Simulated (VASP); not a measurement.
## Al2Ru: relaxation of shape and atoms at fixed volume with PBEsol

Al2Ru:

```
Al Ru
1.0
     0.00000    3.94737    4.34078
     2.32682    0.00000    4.34078
     2.32682    3.94737    0.00000
Al Ru
4 2
Direct
  0.07895 0.42105 0.07895
  0.42105 0.07895 0.42105
  0.17105 0.82895 0.17105
  0.82895 0.17105 0.82895
  0.75000 0.75000 0.75000
  0.50000 0.50000 0.50000
```

```yaml
Program: VASP 6.6.1
Task: relaxation of shape and atoms at fixed volume
Functional: PBEsol
Potentials_or_basis: VASP PAW PBE potentials, release 64 (Al, Ru_pv)
Cutoff: 600 eV
k_mesh: 10 × 10 × 10
Occupations: gaussian, width 0.01 eV
Spin: no spin polarisation
Dipole_correction: no
Further_INCAR_settings: ALGO = Normal; EDIFF = 1e-06; IBRION = 2; EDIFFG = -0.01; NSW = 50; ISIF = 4
```

- Energy gained by relaxing: 0.1 meV/atom
- Ionic steps: 6
- Pressure after relaxing: 5.9 GPa
- Largest force after relaxing: 0.004 eV/Å

Forces in eV/Å, atoms in the order of the input:
```
Al   0.000  0.004  0.000
Al   0.000 -0.004  0.000
Al   0.000 -0.004  0.000
Al   0.000  0.004  0.000
Ru   0.000  0.000  0.000
Ru   0.000  0.000  0.000
```

Stress tensor (GPa, compression positive):
```
5.89 0.00 0.00
0.00 5.97 0.00
0.00 0.00 5.90
```

The path:
```
step  energy change (eV)  largest force (eV/Å)  pressure (GPa)  volume (Å³)
   1              0.0000                0.0424            6.01        79.74
   2             -0.0006                0.0160            5.92        79.74
   3             -0.0006                0.0178            5.93        79.74
   4             -0.0006                0.0173            5.93        79.74
   5             -0.0006                0.0166            5.92        79.74
   6             -0.0006                0.0044            5.92        79.74
```

Final structure:
```
CELL_PARAMETERS angstrom
0.00000 3.94043 4.34777
2.32718 0.00000 4.34777
2.32718 3.94043 0.00000
ATOMIC_POSITIONS crystal
Al 0.07933 0.42067 0.07933
Al 0.42067 0.07933 0.42067
Al 0.17067 0.82933 0.17067
Al 0.82933 0.17067 0.82933
Ru 0.75000 0.75000 0.75000
Ru 0.50000 0.50000 0.50000
```

Levels at points of the mesh, in eV from the Fermi level:
| k point | band 16 | band 17 | band 18 | band 19 | band 20 | band 21 | band 22 | band 23 | band 24 |
| --- | --- | --- | --- | --- | --- | --- | --- | --- | --- |
| (0.00, 0.00, 0.00) | -3.10 | -2.12 | -1.34 | -1.25 | -0.04 | 1.70 | 2.29 | 2.39 | 2.67 |
| (0.50, 0.00, 0.00) | -2.69 | -2.33 | -2.22 | -1.22 | -0.96 | 0.32 | 0.70 | 1.91 | 3.30 |
| (0.50, 0.50, 0.00) | -2.43 | -1.70 | -1.70 | -1.41 | -1.41 | 2.29 | 2.29 | 2.55 | 2.55 |
| (0.50, 0.00, 0.50) | -2.93 | -2.41 | -2.41 | -1.55 | -1.55 | 1.78 | 1.78 | 2.48 | 2.48 |
| (0.00, 0.50, 0.50) | -3.01 | -2.66 | -2.66 | -1.36 | -1.36 | 0.33 | 0.33 | 4.68 | 4.68 |

Run time: 20 min on 1 thread of Oxide Virtual Turin-like Processor (shared host), peak memory 0.48 GiB.

Caveat: the PAW data sets were made with another functional, which shifts forces and pressure a little.
